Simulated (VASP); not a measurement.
YTi3:

```
Y Ti
1.0
     4.09584    0.00000    0.00000
     0.00000    4.09584    0.00000
     0.00000    0.00000    4.09584
Y Ti
1 3
Direct
  0.00000 0.00000 0.00000
  0.00000 0.50000 0.50000
  0.50000 0.00000 0.50000
  0.50000 0.50000 0.00000
```

* Program: VASP 6.6.1
* Task: relaxation of cell and atoms
* Functional: PBE
* Potentials or basis: VASP PAW PBE potentials, release 64 (Y_sv, Ti_sv)
* Cutoff: 600 eV
* k mesh: 4 × 4 × 4
* Occupations: gaussian, width 0.1 eV
* Spin: no spin polarisation

At the start: pressure 17.7 GPa; volume 17.18 Å³/atom.

Task: How do energy, volume and symmetry change on relaxing?

Result: Over 3 steps the energy falls by 150.7 meV/atom and the volume is 20.28 Å³/atom (+18.0 %); space group Pm-3m (No. 221, to 0.1 Å) before and after.

The path:
| step | energy change (eV) | largest force (eV/Å) | pressure (GPa) | volume (Å³) |
| --- | --- | --- | --- | --- |
| 1 | 0.0000 | 0.0000 | 17.70 | 68.71 |
| 2 | -0.4236 | 0.0000 | -6.39 | 89.36 |
| 3 | -0.6029 | 0.0000 | 0.04 | 81.11 |

Final structure:
```
CELL_PARAMETERS angstrom
4.32866 0.00000 0.00000
0.00000 4.32866 0.00000
0.00000 0.00000 4.32866
ATOMIC_POSITIONS crystal
Y 0.00000 0.00000 0.00000
Ti 0.00000 0.50000 0.50000
Ti 0.50000 0.00000 0.50000
Ti 0.50000 0.50000 0.00000
```

Caveat: the k points lie up to 0.36 Å⁻¹ apart in the final cell, too coarse for converged energies and pressures of a metal; the volume moved by over 15 % at a fixed basis, so the end points are rough.
